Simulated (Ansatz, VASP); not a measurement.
## ScAl3N3: VASP beside Ansatz

```
Sc Al N
1.0
     4.89615    0.00000    0.00000
    -2.44807    4.24019    0.00000
     0.00000    0.00000    5.46911
Sc Al N
1 3 3
Direct
  0.66667 0.33333 0.50000
  0.33333 0.66667 0.29777
  0.33333 0.66667 0.70223
  0.66667 0.33333 0.00000
  0.17207 0.82793 0.50000
  0.17207 0.34414 0.50000
  0.65586 0.82793 0.50000
```

Alike in both runs: task relaxation of cell and atoms; functional PBE; k mesh 4 × 4 × 3; occupations gaussian, width 0.2 eV; no spin polarisation.

|  | VASP | Ansatz |
| --- | --- | --- |
| version | VASP 6.6.1 | Ansatz 0.2.0 |
| potentials or method | VASP PAW PBE potentials, release 64 (Sc_sv, Al, N), cutoff 600 eV | scalar-relativistic, plane waves, PAW |
| valence electrons in the cell | 35 | 35 |

```tsv
	VASP	Ansatz	Ansatz less VASP
gap on the k mesh at the Fermi level, each at its own relaxed structure (eV)	none	none	-
relaxed volume (Å³/atom)	14.66	14.64	-0.016
relaxed length of the cell vector where the two differ most in proportion (Å)	5.806	5.772	-0.0348
```

A gap of «none» marks a metal or a gap that the smearing closes.

The k mesh is coarse, so the values compare programs but aren't converged.
